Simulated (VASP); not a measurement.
# Li2S (Fm-3m) in VASP: notebook

The runs below take Li2S through single point, with PBE, PBEsol.

Everything below comes from runs of VASP 6.6.1. Logs are shortened: lines on timing, memory, paths and dates and some standing lists are left out, and cuts for length are marked.

## 1. The cell of the first run

The structure is cubic, space group Fm-3m (No. 225). Conventional cell: a = 5.838 Å, b = 5.838 Å, c = 5.838 Å, α = 90.00°, β = 90.00°, γ = 90.00°. Within 3.3 Å of Li (site symmetry -43m) lie 4 S at 2.53 Å and 6 Li at 2.92 Å. Within 3.3 Å of S (site symmetry m-3m) lie 8 Li at 2.53 Å.

## 2. Single point, PBE

Input file INCAR:

```
PREC     = Accurate       # precision mode
ENCUT    = 750            # plane-wave cutoff, eV
EDIFF    = 1E-6           # SCF threshold, eV
ISMEAR   = -1             # smearing method
SIGMA    = 0.1            # smearing width, eV
LREAL    = F              # projectors in reciprocal space
LASPH    = T              # aspherical terms in the spheres
NELM     = 120            # most SCF steps
ALGO     = Normal         # electronic algorithm
ISIF     = 2              # what is computed and relaxed
LWAVE    = F              # write WAVECAR
LCHARG   = F              # write CHGCAR
GGA      = PE             # functional
NBANDS   = 13             # bands
GGA_COMPAT= F
```

Input file KPOINTS:

```
Automatic mesh
0
Gamma
  5 5 5
```

Input file POSCAR:

```
Li2S
1.0
    0.0000000000      2.9191710000      2.9191710000
    2.9191710000      0.0000000000      2.9191710000
    2.9191710000      2.9191710000      0.0000000000
Li S
2 1
Direct
    0.2500000000      0.2500000000      0.2500000000
    0.7500000000      0.7500000000      0.7500000000
    0.0000000000      0.0000000000      0.0000000000
```

Potentials or basis: VASP PAW PBE potentials, release 64 (Li_sv, S).

The run is started by

```bash
cat potpaw_PBE.64/Li_sv/POTCAR potpaw_PBE.64/S/POTCAR > POTCAR
mpirun -np 1 vasp_std > vasp.out
```

OUTCAR:

```text
PREC = Accurate
   ENCUT = 750
   EDIFF = 1E-6
   ISMEAR = -1
   LREAL = F
   LASPH = T
   NELM = 120
   ISIF = 2
   GGA = PE

 ion  position               nearest neighbor table
   1  0.250  0.250  0.250-   3 2.53   3 2.53   3 2.53   3 2.53
   2  0.750  0.750  0.750-   3 2.53   3 2.53   3 2.53   3 2.53
   3  0.000  0.000  0.000-   2 2.53   2 2.53   2 2.53   1 2.53   1 2.53   1 2.53   2 2.53   1 2.53

  LATTYP: Found a face centered cubic cell.
 ALAT       =     5.8383420000

  Lattice vectors:

 A1 = (   0.0000000000,   2.9191710000,   2.9191710000)
 A2 = (   2.9191710000,   0.0000000000,   2.9191710000)
 A3 = (   2.9191710000,   2.9191710000,   0.0000000000)

Analysis of symmetry for initial positions (statically):
=====================================================================
 Subroutine PRICEL returns:
 Original cell was already a primitive cell.

 Routine SETGRP: Setting up the symmetry group for a
 face centered cubic supercell.

 Subroutine GETGRP returns: Found 48 space group operations
 (whereof 48 operations were pure point group operations)
 out of a pool of 48 trial point group operations.

The static configuration has the point symmetry O_h .

Analysis of symmetry for dynamics (positions and initial velocities):
=====================================================================
 Subroutine PRICEL returns:
 Original cell was already a primitive cell.

 Routine SETGRP: Setting up the symmetry group for a
 face centered cubic supercell.

 Subroutine GETGRP returns: Found 48 space group operations
 (whereof 48 operations were pure point group operations)
 out of a pool of 48 trial point group operations.

The dynamic configuration has the point symmetry O_h .

 Subroutine INISYM returns: Found 48 space group operations
 (whereof 48 operations are pure point group operations),
 and found     1 'primitive' translations

----------------------------------------------------------------------------------------

                                     Primitive cell

  volume of cell :      49.7518

  direct lattice vectors                    reciprocal lattice vectors
     0.000000000  2.919171000  2.919171000    -0.171281504  0.171281504  0.171281504
     2.919171000  0.000000000  2.919171000     0.171281504 -0.171281504  0.171281504
     2.919171000  2.919171000  0.000000000     0.171281504  0.171281504 -0.171281504

  length of vectors
     4.128331219  4.128331219  4.128331219     0.296668268  0.296668268  0.296668268

  position of ions in fractional coordinates (direct lattice)
     0.250000000  0.250000000  0.250000000
     0.750000000  0.750000000  0.750000000
     0.000000000  0.000000000  0.000000000

  ion indices of the primitive-cell ions
   primitive index   ion index
                 1           1
                 2           2
                 3           3

----------------------------------------------------------------------------------------

 KPOINTS: Automatic mesh

Automatic generation of k-mesh.
 Grid dimensions read from file:
 generate k-points for:    5    5    5

 Generating k-lattice:

  Cartesian coordinates                     Fractional coordinates (reciprocal lattice)
    -0.034256301  0.034256301  0.034256301     0.200000000  0.000000000  0.000000000
     0.034256301 -0.034256301  0.034256301     0.000000000  0.200000000  0.000000000
     0.034256301  0.034256301 -0.034256301     0.000000000  0.000000000  0.200000000

  Length of vectors
     0.059333654  0.059333654  0.059333654

  Shift w.r.t. Gamma in fractional coordinates (k-lattice)
     0.000000000  0.000000000  0.000000000

 Subroutine IBZKPT returns following result:
 ===========================================

 Found     10 irreducible k-points:

 Following reciprocal coordinates:
            Coordinates               Weight
  0.000000  0.000000  0.000000      1.000000
  0.200000  0.000000  0.000000      8.000000
  0.400000  0.000000  0.000000      8.000000
  0.200000  0.200000  0.000000      6.000000
  0.400000  0.200000  0.000000     24.000000
 -0.400000  0.200000  0.000000     24.000000
 -0.200000  0.200000  0.000000     12.000000
  0.400000  0.400000  0.000000      6.000000
 -0.400000  0.400000  0.000000     12.000000
 -0.400000  0.400000  0.200000     24.000000
   k-points           NKPTS =     10   k-points in BZ     NKDIM =     10   number of bands    NBANDS=     13
   number of dos      NEDOS =    301   number of ions     NIONS =      3
   total plane-waves  NPLWV =  64000
   dimension x,y,z NGX =    40 NGY =   40 NGZ =   40
   dimension x,y,z NGXF=    80 NGYF=   80 NGZF=   80
   ions per type =               2   1
   NGX,Y,Z   is equivalent  to a cutoff of  16.11, 16.11, 16.11 a.u.
   NGXF,Y,Z  is equivalent  to a cutoff of  32.22, 32.22, 32.22 a.u.
 SYSTEM =  unknown system
   PREC   = accura    normal or accurate (medium, high low for compatibility)
   ISTART =      0    job   : 0-new  1-cont  2-samecut
   ICHARG =      2    charge: 1-file 2-atom 10-const
   ISPIN  =      1    spin polarized calculation?
   LNONCOLLINEAR =      F non collinear calculations
   LSORBIT =      F    spin-orbit coupling
   LASPH  =      T    aspherical Exc in radial PAW
   ENCUT  =  750.0 eV  55.12 Ry    7.42 a.u.   9.22  9.22  9.22*2*pi/ulx,y,z
   NELM   =    120;   NELMIN=  2; NELMDL= -5     # of ELM steps
   EDIFF  = 0.1E-05   stopping-criterion for ELM
   LREAL  =      F    real-space projection
   EDIFFG = 0.1E-04   stopping-criterion for IOM
   NSW    =      0    number of steps for IOM
   IBRION =     -1    ionic relax: 0-MD 1-quasi-New 2-CG
   NFREE  =      0    steps in history (QN), initial steepest desc. (CG)
   ISIF   =      2    stress and relaxation
   ISYM   =      2    0-nonsym 1-usesym 2-fastsym
   POTIM  = 0.5000    time-step for ionic-motion
   TEBEG  =    0.0;   TEEND  =   0.0 temperature during run
   PSTRESS=    0.0 pullay stress
   NELECT =      12.0000    total number of electrons
   NUPDOWN=      -1.0000    fix difference up-down
   EMIN   =  10.00;   EMAX   =-10.00  energy-range for DOS
   EFERMI =   0.00;   METHOD = LEGACY
   ISMEAR =    -1;   SIGMA  =   0.10  broadening in eV -4-tet -1-fermi 0-gaus
   EFERMI_NEDOS =   21; number of points for ismear=-14 and -15
   IALGO  =     38    algorithm
   IMIX   =      4    mixing-type and parameters
     AMIX     =   0.40;   BMIX     =  1.00
     AMIX_MAG =   1.60;   BMIX_MAG =  1.00
  volume/ion in A,a.u.               =      16.58       111.91
  Fermi-wavevector in a.u.,A,eV,Ry     =   1.019058  1.925741 14.129377  1.038480
  Thomas-Fermi vector in A             =   2.152551
   LORBIT       =      0    0 simple, 1 ext, 2 COOP (PROOUT), +10 PAW based schemes
   GGA     = PE    functional components
   LHFCALC =     F    Hartree Fock is set to
   AEXX    =    0.0000 exact exchange contribution
   IVDW    =     0    specifies the selected vdW correction
   LEPSILON=     F    determine dielectric tensor
   LRPA    =     F    only Hartree local field effects (RPA)
 non-spin polarized calculation
  energy-cutoff  :      750.00
  volume of cell :       49.75
 maximum number of plane-waves:      2334
 NGX is ok and might be reduce to    40
   NGX = 19   NGY = 19   NGZ = 19

 number of electron      11.9999998 magnetization

 Free energy of the ion-electron system (eV)
  ---------------------------------------------------
  ext. energy  EPLUGINS =         0.00000000
  ---------------------------------------------------
  free energy    TOTEN  =       -11.96647564 eV

  energy without entropy =      -11.96647563  energy(sigma->0) =      -11.96647564

 E-fermi :   2.8850     XC(G=0):  -8.2355

 val. band max:        1.0374190632   @ k =   0.0000   0.0000   0.0000
 cond. band min:       4.7248255836   @ k =   0.4000   0.4000   0.0000
 fundamental gap:      3.6874065205
 Fermi energy:         2.8849532142

 k-point     1 :       0.0000    0.0000    0.0000
  band No.  band energies     occupation
      1     -43.2857      2.00000
      2     -43.2537      2.00000
      3      -9.8031      2.00000
      4       1.0374      2.00000
      5       1.0374      2.00000
      6       1.0374      2.00000
      7       4.9460      0.00000
      8       7.2234      0.00000
      9       7.2234      0.00000
     10       7.2234      0.00000
     11      12.0223      0.00000
     12      12.0223      0.00000
     13      13.0917      0.00000

 k-point     2 :       0.2000    0.0000    0.0000
  band No.  band energies     occupation
      1     -43.2824      2.00000
      2     -43.2566      2.00000
      3      -9.6823      2.00000
      4      -0.1170      2.00000
      5       0.8602      2.00000
      6       0.8602      2.00000
      7       5.8053      0.00000
      8       7.6644      0.00000
      9       7.6644      0.00000
     10       7.9126      0.00000
     11      10.6845      0.00000
     12      10.6845      0.00000
     13      13.3787      0.00000

 k-point     3 :       0.4000    0.0000    0.0000
  band No.  band energies     occupation
      1     -43.2741      2.00000
      2     -43.2643      2.00000
      3      -9.4656      2.00000
      4      -1.4187      2.00000
      5       0.6174      2.00000
      6       0.6174      2.00000
      7       6.6682      0.00000
      8       7.6377      0.00000
      9       7.6377      0.00000
     10       8.9359      0.00000
     11      11.9929      0.00000
     12      11.9929      0.00000
     13      14.0864      0.00000
[... 81 lines left out ...]
 k-point     9 :      -0.4000    0.4000    0.0000
  band No.  band energies     occupation
      1     -43.2722      2.00000
      2     -43.2657      2.00000
      3      -9.3132      2.00000
      4      -0.8578      2.00000
      5      -0.6889      2.00000
      6      -0.0825      2.00000
      7       5.2607      0.00000
      8       8.5262      0.00000
      9      10.3987      0.00000
     10      10.6422      0.00000
     11      11.3339      0.00000
     12      11.9931      0.00000
     13      14.1359      0.00000

 k-point    10 :      -0.4000    0.4000    0.2000
  band No.  band energies     occupation
      1     -43.2717      2.00000
      2     -43.2664      2.00000
      3      -9.3385      2.00000
      4      -0.9751      2.00000
      5      -0.4476      2.00000
      6      -0.1063      2.00000
      7       6.2778      0.00000
      8       8.0377      0.00000
      9       8.9837      0.00000
     10      10.7715      0.00000
     11      11.0446      0.00000
     12      11.9258      0.00000
     13      14.5374      0.00000

------------------------ aborting loop because EDIFF is reached ----------------------------------------

  FORCE on cell =-STRESS in cart. coord.  units (eV):
  Direction    XX          YY          ZZ          XY          YZ          ZX
  --------------------------------------------------------------------------------------
  -------------------------------------------------------------------------------------
  Total       -0.7963876     -0.7963876     -0.7963876      0.0000000      0.0000000      0.0000000
  in kB      -25.6464024    -25.6464024    -25.6464024      0.0000000      0.0000000      0.0000000
  external PRESSURE =     -25.6464024 kB  Pullay stress =       0.0000000 kB

 VOLUME and BASIS-vectors are now :
 -----------------------------------------------------------------------------
  energy-cutoff  :      750.00
  volume of cell :       49.75
      direct lattice vectors                 reciprocal lattice vectors
     0.000000000  2.919171000  2.919171000    -0.171281504  0.171281504  0.171281504
     2.919171000  0.000000000  2.919171000     0.171281504 -0.171281504  0.171281504
     2.919171000  2.919171000  0.000000000     0.171281504  0.171281504 -0.171281504

 POSITION                                       TOTAL-FORCE (eV/Angst)
 -----------------------------------------------------------------------------------
      1.45959      1.45959      1.45959        -0.000000      0.000000      0.000000
      4.37876      4.37876      4.37876         0.000000     -0.000000      0.000000
      0.00000      0.00000      0.00000        -0.000000     -0.000000     -0.000000
 -----------------------------------------------------------------------------------
    total drift:                                0.000000     -0.000000      0.000000

  FREE ENERGIE OF THE ION-ELECTRON SYSTEM (eV)
  ---------------------------------------------------
  free  energy   TOTEN  =       -11.9664756379 eV

  energy  without entropy=      -11.9664756339  energy(sigma->0) =      -11.96647564
```

Run time: 32 s. Hardware: 1 thread of Intel Xeon 8259CL, shared host; peak memory 0.23 GiB.

Results:

* Free energy: -11.9665 eV
* Pressure: -2.6 GPa
* Band gap on the k mesh: 3.69 eV (least direct gap 3.91 eV)

Levels at points of the mesh, in eV from the valence-band top:
```
           k point  band 4  band 5  band 6  band 7  band 8  band 9
(0.00, 0.00, 0.00)    0.00    0.00    0.00    3.91    6.19    6.19
```

Caveat: an odd mesh through Γ misses points on the zone boundary, where band edges can lie.

## 3. Single point, PBEsol

Input file INCAR:

```
SYSTEM = Li2S
PREC = Accurate
ENCUT = 750
EDIFF = 1E-6
ISMEAR = 1
SIGMA = 0.01
LREAL = .False.
LASPH = .True.
NELM = 120
ALGO = Normal
ISIF = 2
LWAVE = .False.
LCHARG = .False.
GGA = PS
NBANDS = 13
GGA_COMPAT = .False.
```

Input file KPOINTS:

```
Automatic mesh
0
Gamma
  5 5 5
  0 0 0
```

POSCAR is that of step 2.

Potentials or basis: VASP PAW PBE potentials, release 64 (Li_sv, S).

The run is started by

```bash
cat potpaw_PBE.64/Li_sv/POTCAR potpaw_PBE.64/S/POTCAR > POTCAR
mpirun -np 1 vasp_std > vasp.out
```

Run time: 35 s. Hardware: 1 thread of Intel Xeon 8259CL, shared host; peak memory 0.23 GiB.

Results (log left out):

```
Free energy            : -12.3260 eV
Pressure               : -3.4 GPa
Band gap on the k mesh : 3.53 eV (least direct gap 3.75 eV)
```

Levels at points of the mesh, in eV from the valence-band top:
```tsv
k point	band 4	band 5	band 6	band 7	band 8	band 9
(0.00, 0.00, 0.00)	0.00	0.00	0.00	3.75	6.11	6.11
```

Caveat: the cell stands under tension; the PAW data sets were made with another functional, which shifts forces and pressure a little; an odd mesh through Γ misses points on the zone boundary, where band edges can lie.

## 4. Single point, PBE

Input file INCAR:

```
SYSTEM = Li2S
PREC = Accurate
ENCUT = 750
EDIFF = 1E-6
ISMEAR = -1
SIGMA = 0.1
LREAL = .FALSE.
LASPH = .TRUE.
NELM = 120
ALGO = Normal
ISIF = 2
LWAVE = .FALSE.
LCHARG = .TRUE.
GGA = PE
LELF = .TRUE.
LVHAR = .TRUE.
NBANDS = 13
GGA_COMPAT = .FALSE.
```

Input file KPOINTS:

```
Automatic mesh
0
G
  5 5 5
  0 0 0
```

POSCAR is that of step 3.

The run is started by

```bash
cat potpaw_PBE.64/Li_sv/POTCAR potpaw_PBE.64/S/POTCAR > POTCAR
mpirun -np 1 vasp_std > vasp.out
```

It took 26 s on 1 thread of Intel Xeon 8259CL, shared host; peak memory 0.23 GiB.

The run converged. Its results:

| Property | Result |
| --- | --- |
| Free energy | -11.9665 eV |
| Pressure | -2.6 GPa |
| Band gap on the k mesh | 3.69 eV (least direct gap 3.91 eV) |

Levels at points of the mesh, in eV from the valence-band top:
```csv
k point,band 2,band 3,band 4,band 5,band 6,band 7,band 8,band 9,band 10,band 11
"(0.00, 0.00, 0.00)",-44.29,-10.84,0.00,0.00,0.00,3.91,6.19,6.19,6.19,10.98
```

Caveat: an odd mesh through Γ misses points on the zone boundary, where band edges can lie.

## 5. Single point, PBE

Input file INCAR:

```
SYSTEM = Li2S
ALGO = Normal
EDIFF = 1E-6
ENCUT = 750
GGA = PE
GGA_COMPAT = .FALSE.
ISIF = 2
ISMEAR = -1
ISYM = 0
LASPH = .TRUE.
LCHARG = .FALSE.
LREAL = .FALSE.
LWAVE = .FALSE.
NBANDS = 13
NELM = 120
PREC = Accurate
SIGMA = 0.1
```

Input file KPOINTS:

```
k-points
0
G
  5 5 5
  0 0 0
```

POSCAR is that of step 4.

The run is started by

```bash
cat potpaw_PBE.64/Li_sv/POTCAR potpaw_PBE.64/S/POTCAR > POTCAR
mpirun -np 1 vasp_std > vasp.out
```

Run time: 1.9 min. Hardware: 1 thread of Intel Xeon 8259CL, shared host; peak memory 0.25 GiB.

The run converged. Its results:

| Quantity | Value |
| --- | --- |
| Free energy | -11.9665 eV |
| Pressure | -2.7 GPa |
| Band gap on the k mesh | 3.68 eV (least direct gap 3.90 eV) |

Levels at points of the mesh, in eV from the valence-band top:
```
           k point  band 2  band 3  band 4  band 5  band 6  band 7  band 8  band 9  band 10  band 11
(0.00, 0.00, 0.00)  -44.29  -10.84    0.00    0.00    0.00    3.91    6.18    6.18     6.18    10.98
```

Caveat: an odd mesh through Γ misses points on the zone boundary, where band edges can lie.
